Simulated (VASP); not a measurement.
# ZrTi (P4/mmm) in VASP: single point with LDA

Aim: the single point of ZrTi with LDA.

Program: VASP 6.6.1. These are calculated values, not measurements. Logs are shortened: lines on timing, memory, paths and dates and some standing lists are left out, and cuts for length are marked.

## 1. The cell of the first run

The structure is tetragonal, space group P4/mmm (No. 123). Conventional cell: a = 3.032 Å, b = 3.032 Å, c = 4.088 Å, α = 90.00°, β = 90.00°, γ = 90.00°. Within 3.9 Å of Zr (site symmetry 4/mmm) lie 8 Ti at 2.96 Å and 4 Zr at 3.03 Å. Ti (site symmetry 4/mmm) has 8 Zr at 2.96 Å and 4 Ti at 3.03 Å within 3.9 Å.

## 2. Single point, LDA

File INCAR:

```
SYSTEM = ZrTi
PREC = Accurate ; ENCUT = 520
EDIFF = 1E-6 ; ISMEAR = 0
SIGMA = 0.15 ; LREAL = .FALSE.
LASPH = .TRUE. ; NELM = 100
ALGO = Fast ; ISIF = 2
LWAVE = .FALSE. ; LCHARG = .FALSE.
GGA = CA ; NBANDS = 19
```

File KPOINTS:

```
Automatic mesh
0
G
  14 14 12
  0 0 0
```

File POSCAR:

```
ZrTi
1.0
    3.0323579321      0.0000000000      0.0000000000
    0.0000000000      3.0323579321      0.0000000000
    0.0000000000      0.0000000000      4.0882417392
Zr Ti
1 1
Direct
    0.5000000000      0.5000000000      0.5000000000
    0.0000000000      0.0000000000      0.0000000000
```

Potentials or basis: VASP PAW LDA potentials, release 64 (Zr_sv, Ti_sv).

Launch:

```bash
cat potpaw_LDA.64/Zr_sv/POTCAR potpaw_LDA.64/Ti_sv/POTCAR > POTCAR
mpirun -np 1 vasp_std > vasp.out
```

OUTCAR:

```text
SYSTEM = ZrTi
   PREC = Accurate
   ENCUT = 520
   EDIFF = 1E-6
   ISMEAR = 0
   LREAL = .FALSE.
   LASPH = .TRUE.
   NELM = 100
   ISIF = 2
   GGA = CA

 ion  position               nearest neighbor table
   1  0.500  0.500  0.500-   2 2.96   2 2.96   2 2.96   2 2.96   2 2.96   2 2.96   2 2.96   2 2.96

   2  0.000  0.000  0.000-   1 2.96   1 2.96   1 2.96   1 2.96   1 2.96   1 2.96   1 2.96   1 2.96

  LATTYP: Found a simple tetragonal cell.
 ALAT       =     3.0323579321
 C/A-ratio  =     1.3482055320

  Lattice vectors:

 A1 = (   3.0323579321,   0.0000000000,   0.0000000000)
 A2 = (   0.0000000000,   3.0323579321,   0.0000000000)
 A3 = (   0.0000000000,   0.0000000000,   4.0882417392)

Analysis of symmetry for initial positions (statically):
=====================================================================
 Subroutine PRICEL returns:
 Original cell was already a primitive cell.

 Routine SETGRP: Setting up the symmetry group for a
 simple tetragonal supercell.

 Subroutine GETGRP returns: Found 16 space group operations
 (whereof 16 operations were pure point group operations)
 out of a pool of 16 trial point group operations.

The static configuration has the point symmetry D_4h.

Analysis of symmetry for dynamics (positions and initial velocities):
=====================================================================
 Subroutine PRICEL returns:
 Original cell was already a primitive cell.

 Routine SETGRP: Setting up the symmetry group for a
 simple tetragonal supercell.

 Subroutine GETGRP returns: Found 16 space group operations
 (whereof 16 operations were pure point group operations)
 out of a pool of 16 trial point group operations.

The dynamic configuration has the point symmetry D_4h.

 Subroutine INISYM returns: Found 16 space group operations
 (whereof 16 operations are pure point group operations),
 and found     1 'primitive' translations

----------------------------------------------------------------------------------------

                                     Primitive cell

  volume of cell :      37.5922

  direct lattice vectors                    reciprocal lattice vectors
     3.032357932  0.000000000  0.000000000     0.329776373  0.000000000  0.000000000
     0.000000000  3.032357932  0.000000000     0.000000000  0.329776373  0.000000000
     0.000000000  0.000000000  4.088241739     0.000000000  0.000000000  0.244603931

  length of vectors
     3.032357932  3.032357932  4.088241739     0.329776373  0.329776373  0.244603931

  position of ions in fractional coordinates (direct lattice)
     0.500000000  0.500000000  0.500000000
     0.000000000  0.000000000  0.000000000

  ion indices of the primitive-cell ions
   primitive index   ion index
                 1           1
                 2           2

----------------------------------------------------------------------------------------

 KPOINTS: Automatic mesh

Automatic generation of k-mesh.
 Grid dimensions read from file:
 generate k-points for:   14   14   12

 Generating k-lattice:

  Cartesian coordinates                     Fractional coordinates (reciprocal lattice)
     0.023555455  0.000000000  0.000000000     0.071428571  0.000000000  0.000000000
     0.000000000  0.023555455  0.000000000     0.000000000  0.071428571  0.000000000
     0.000000000  0.000000000  0.020383661     0.000000000  0.000000000  0.083333333

  Length of vectors
     0.023555455  0.023555455  0.020383661

  Shift w.r.t. Gamma in fractional coordinates (k-lattice)
     0.000000000  0.000000000  0.000000000

 Subroutine IBZKPT returns following result:
 ===========================================

 Found    252 irreducible k-points:

 Following reciprocal coordinates:
            Coordinates               Weight
  0.000000  0.000000  0.000000      1.000000
  0.071429  0.000000  0.000000      4.000000
  0.142857  0.000000  0.000000      4.000000
  0.214286  0.000000  0.000000      4.000000
  0.285714  0.000000  0.000000      4.000000
  0.357143  0.000000  0.000000      4.000000
[... 16 lines left out ...]
  0.285714  0.214286  0.000000      8.000000
  0.357143  0.214286  0.000000      8.000000
 [... further k-points ...]
   k-points           NKPTS =    252   k-points in BZ     NKDIM =    252   number of bands    NBANDS=     19
   number of dos      NEDOS =    301   number of ions     NIONS =      2
   total plane-waves  NPLWV =  17280
   dimension x,y,z NGX =    24 NGY =   24 NGZ =   30
   dimension x,y,z NGXF=    48 NGYF=   48 NGZF=   60
   ions per type =               1   1
   NGX,Y,Z   is equivalent  to a cutoff of  13.16, 13.16, 12.20 a.u.
   NGXF,Y,Z  is equivalent  to a cutoff of  26.32, 26.32, 24.40 a.u.
 SYSTEM =  ZrTi
   PREC   = accura    normal or accurate (medium, high low for compatibility)
   ISTART =      0    job   : 0-new  1-cont  2-samecut
   ICHARG =      2    charge: 1-file 2-atom 10-const
   ISPIN  =      1    spin polarized calculation?
   LNONCOLLINEAR =      F non collinear calculations
   LSORBIT =      F    spin-orbit coupling
   LASPH  =      T    aspherical Exc in radial PAW
   ENCUT  =  520.0 eV  38.22 Ry    6.18 a.u.   5.64  5.64  7.60*2*pi/ulx,y,z
   NELM   =    100;   NELMIN=  2; NELMDL= -5     # of ELM steps
   EDIFF  = 0.1E-05   stopping-criterion for ELM
   LREAL  =      F    real-space projection
   EDIFFG = 0.1E-04   stopping-criterion for IOM
   NSW    =      0    number of steps for IOM
   IBRION =     -1    ionic relax: 0-MD 1-quasi-New 2-CG
   NFREE  =      0    steps in history (QN), initial steepest desc. (CG)
   ISIF   =      2    stress and relaxation
   ISYM   =      2    0-nonsym 1-usesym 2-fastsym
   POTIM  = 0.5000    time-step for ionic-motion
   TEBEG  =    0.0;   TEEND  =   0.0 temperature during run
   PSTRESS=    0.0 pullay stress
   NELECT =      24.0000    total number of electrons
   NUPDOWN=      -1.0000    fix difference up-down
   EMIN   =  10.00;   EMAX   =-10.00  energy-range for DOS
   EFERMI =   0.00;   METHOD = LEGACY
   ISMEAR =     0;   SIGMA  =   0.15  broadening in eV -4-tet -1-fermi 0-gaus
   EFERMI_NEDOS =   21; number of points for ismear=-14 and -15
   IALGO  =     68    algorithm
   IMIX   =      4    mixing-type and parameters
     AMIX     =   0.40;   BMIX     =  1.00
     AMIX_MAG =   1.60;   BMIX_MAG =  1.00
  volume/ion in A,a.u.               =      18.80       126.84
  Fermi-wavevector in a.u.,A,eV,Ry     =   1.409655  2.663861 27.036496  1.987126
  Thomas-Fermi vector in A             =   2.531688
   LORBIT       =      0    0 simple, 1 ext, 2 COOP (PROOUT), +10 PAW based schemes
   GGA     = CA    functional components
   LHFCALC =     F    Hartree Fock is set to
   AEXX    =    0.0000 exact exchange contribution
   IVDW    =     0    specifies the selected vdW correction
   LEPSILON=     F    determine dielectric tensor
   LRPA    =     F    only Hartree local field effects (RPA)
 non-spin polarized calculation
 RMM-DIIS sequential band-by-band and
 Gauss-broadening in eV      SIGMA  =   0.15
  energy-cutoff  :      520.00
  volume of cell :       37.59
 maximum number of plane-waves:      1032
 NGX is ok and might be reduce to    24
   NGX = 11   NGY = 11   NGZ = 15

 number of electron      24.0000005 magnetization

 Free energy of the ion-electron system (eV)
  ---------------------------------------------------
  ext. energy  EPLUGINS =         0.00000000
  ---------------------------------------------------
  free energy    TOTEN  =       -17.70012970 eV

  energy without entropy =      -17.66355753  energy(sigma->0) =      -17.68184362

 E-fermi :   9.2544     XC(G=0): -11.8721

 val. band max:        9.2428004148   @ k =   0.2857   0.2857   0.3333
 cond. band min:       9.2574718402   @ k =   0.4286   0.1429   0.4167
 fundamental gap:      0.0146714254
 Fermi energy:         9.2544475994

 k-point     1 :       0.0000    0.0000    0.0000
  band No.  band energies     occupation
      1     -46.7510      2.00000
      2     -38.7084      2.00000
      3     -23.4496      2.00000
      4     -23.2566      2.00000
      5     -23.2566      2.00000
      6     -16.9028      2.00000
[... 11 lines left out ...]
     18      14.5884      0.00000
     19      14.6787      0.00000

 k-point     2 :       0.0714    0.0000    0.0000
  band No.  band energies     occupation
      1     -46.7497      2.00000
      2     -38.7039      2.00000
      3     -23.4471      2.00000
      4     -23.2691      2.00000
      5     -23.2553      2.00000
      6     -16.9001      2.00000
[... 11 lines left out ...]
     18      14.4424      0.00000
     19      14.5369      0.00000

 k-point     3 :       0.1429    0.0000    0.0000
  band No.  band energies     occupation
      1     -46.7458      2.00000
      2     -38.6913      2.00000
      3     -23.4402      2.00000
      4     -23.3041      2.00000
      5     -23.2516      2.00000
      6     -16.8926      2.00000
[... 11 lines left out ...]
     18      13.8446      0.00000
     19      14.3867      0.00000

 k-point     4 :       0.2143    0.0000    0.0000
  band No.  band energies     occupation
      1     -46.7402      2.00000
      2     -38.6731      2.00000
      3     -23.4303      2.00000
      4     -23.3544      2.00000
      5     -23.2463      2.00000
      6     -16.8816      2.00000
[... 11 lines left out ...]
     18      13.1515      0.00000
     19      14.1510      0.00000

 k-point     5 :       0.2857    0.0000    0.0000
  band No.  band energies     occupation
      1     -46.7340      2.00000
      2     -38.6528      2.00000
      3     -23.4192      2.00000
      4     -23.4097      2.00000
      5     -23.2404      2.00000
      6     -17.0673      2.00000
[... 11 lines left out ...]
     18      12.8089      0.00000
     19      13.8548      0.00000
[... 334 lines left out ...]
      2     -38.5996      2.00000
      3     -23.5018      2.00000
      4     -23.3940      2.00000
      5     -23.2795      2.00000
      6     -17.3738      2.00000
[... 11 lines left out ...]
     18      13.4707      0.00000
     19      13.5816      0.00000

 k-point    22 :       0.2143    0.2143    0.0000
  band No.  band energies     occupation
      1     -46.7296      2.00000
      2     -38.6376      2.00000
      3     -23.4139      2.00000
      4     -23.3468      2.00000
      5     -23.3440      2.00000
      6     -16.8521      2.00000
[... 11 lines left out ...]
     18      12.7817      0.00000
     19      14.3726      0.00000

 k-point    23 :       0.2857    0.2143    0.0000
  band No.  band energies     occupation
      1     -46.7235      2.00000
      2     -38.6171      2.00000
      3     -23.4044      2.00000
      4     -23.4015      2.00000
      5     -23.3403      2.00000
      6     -17.0208      2.00000
[... 11 lines left out ...]
     18      12.9254      0.00000
     19      14.2798      0.00000

 k-point    24 :       0.3571    0.2143    0.0000
  band No.  band energies     occupation
      1     -46.7181      2.00000
      2     -38.5986      2.00000
      3     -23.4515      2.00000
      4     -23.3960      2.00000
      5     -23.3358      2.00000
      6     -17.1885      2.00000
[... 11 lines left out ...]
     18      13.2831      0.00000
     19      14.0792      0.00000

 [... further k-points ...]
[... 5 lines left out ...]
  --------------------------------------------------------------------------------------
  -------------------------------------------------------------------------------------
  Total        0.0270058      0.0270058     -0.0170829      0.0000000     -0.0000000     -0.0000000
  in kB        1.1509882      1.1509882     -0.7280730      0.0000000     -0.0000000     -0.0000000
  external PRESSURE =       0.5246344 kB  Pullay stress =       0.0000000 kB

 VOLUME and BASIS-vectors are now :
 -----------------------------------------------------------------------------
  energy-cutoff  :      520.00
  volume of cell :       37.59
      direct lattice vectors                 reciprocal lattice vectors
     3.032357932  0.000000000  0.000000000     0.329776373  0.000000000  0.000000000
     0.000000000  3.032357932  0.000000000     0.000000000  0.329776373  0.000000000
     0.000000000  0.000000000  4.088241739     0.000000000  0.000000000  0.244603931

 POSITION                                       TOTAL-FORCE (eV/Angst)
 -----------------------------------------------------------------------------------
      1.51618      1.51618      2.04412         0.000000      0.000000      0.000000
      0.00000      0.00000      0.00000         0.000000      0.000000      0.000000
 -----------------------------------------------------------------------------------
    total drift:                               -0.000000      0.000000     -0.000000

  FREE ENERGIE OF THE ION-ELECTRON SYSTEM (eV)
  ---------------------------------------------------
  free  energy   TOTEN  =       -17.7001296976 eV

  energy  without entropy=      -17.6635575338  energy(sigma->0) =      -17.68184362
```

It took 22 min on 1 thread of AMD EPYC 9755, shared host; peak memory 0.23 GiB.

Results:

- Free energy: -17.7001 eV
- Pressure: 0.1 GPa
- Band gap on the k mesh: zero (band 12 reaches 10.09 eV, above the bottom of band 13 at 8.67 eV)
